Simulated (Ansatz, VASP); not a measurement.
**One calculation of MgI2, two programs**

INCAR

```
SYSTEM = MgI2
ALGO     = Normal         ! electronic algorithm
EDIFF    = 1E-6           ! SCF threshold, eV
ENCUT    = 520            ! plane-wave cutoff, eV
GGA      = PE             ! functional
ISIF     = 2              ! what is computed and relaxed
ISMEAR   = 0              ! smearing method
LASPH    = .True.         ! aspherical terms in the spheres
LCHARG   = .False.        ! write CHGCAR
LREAL    = .False.        ! projectors in reciprocal space
LWAVE    = .False.        ! write WAVECAR
NBANDS   = 15             ! bands
NELM     = 100            ! most SCF steps
PREC     = Accurate       ! precision mode
SIGMA    = 0.05           ! smearing width, eV
```

Contents of KPOINTS:

```
k-points
0
Gamma
  6 6 4
  0 0 0
```

Contents of POSCAR:

```
MgI2
1.0
    4.1537001214      0.0000000000      0.0000000000
   -2.0768500607      3.5972098248      0.0000000000
    0.0000000000      0.0000000000      6.8620000000
Mg I
1 2
Direct
    0.0000000000      0.0000000000      0.0000000000
    0.2825282622      0.6412641311      0.7945708753
    0.6158615955      0.3079307977      0.2793108753
```

Input for Ansatz:

```yaml
crystal:
  lattice:
    - [4.1537001214, 0.0, 0.0]
    - [-2.0768500607, 3.5972098248, 0.0]
    - [0.0, 0.0, 6.862]
  atoms:
    - { symbol: Mg, position: [0.0, 0.0, 0.0] }
    - { symbol: I, position: [0.2825282622, 0.6412641311, 0.7945708753] }
    - { symbol: I, position: [0.6158615955, 0.3079307977, 0.2793108753] }
basis:
  ecutwfc: 420
kpoints:
  mp_grid: { grid: [6, 6, 4] }
hamiltonian:
  xc: pbe
scf:
  occupations: { method: gaussian, width: 0.05 }
output:
  forces: true
  stress: true
  eigenvalues: true
  write_density: true
  write_potential: true
  elf: true
  volumetric_format: npy
```

Change from the starting cell: all I atoms moved +0.312 Å, as atom 2 towards its neighbour atom 3 (I) at 4.101 Å.

Alike in both runs: task single point; functional PBE; k mesh 6 × 6 × 4; occupations gaussian, width 0.05 eV; no spin polarisation.

|  | VASP | Ansatz |
| --- | --- | --- |
| version | VASP 6.6.1 | Ansatz 0.2.0 |
| potentials or method | VASP PAW PBE potentials, release 64 (Mg, I), cutoff 520 eV | scalar-relativistic, plane waves, PAW |
| valence electrons in the cell | 16 | 44 |

```csv
,VASP,Ansatz,Ansatz less VASP
gap on the k mesh at the Fermi level (eV),2.96,2.98,+0.018
least direct gap on the mesh (eV),3.06,3.07,+0.017
pressure (GPa),2.0,2.1,+0.05
"traceless stress, the component that is largest in VASP (GPa)",-0.72,-0.72,+0.002
rms of the force components (eV/Å),0.639,0.639,+0.0002
```

Atom by atom the forces differ by 0.004 eV/Å (rms over components). The functional is the same, so the differences come from potentials, cutoffs and numerics. VASP's potentials hold 16 valence electrons a cell and Ansatz's 44, so a difference there can come from the potentials and not from the codes.

Neither program's run includes spin-orbit coupling.
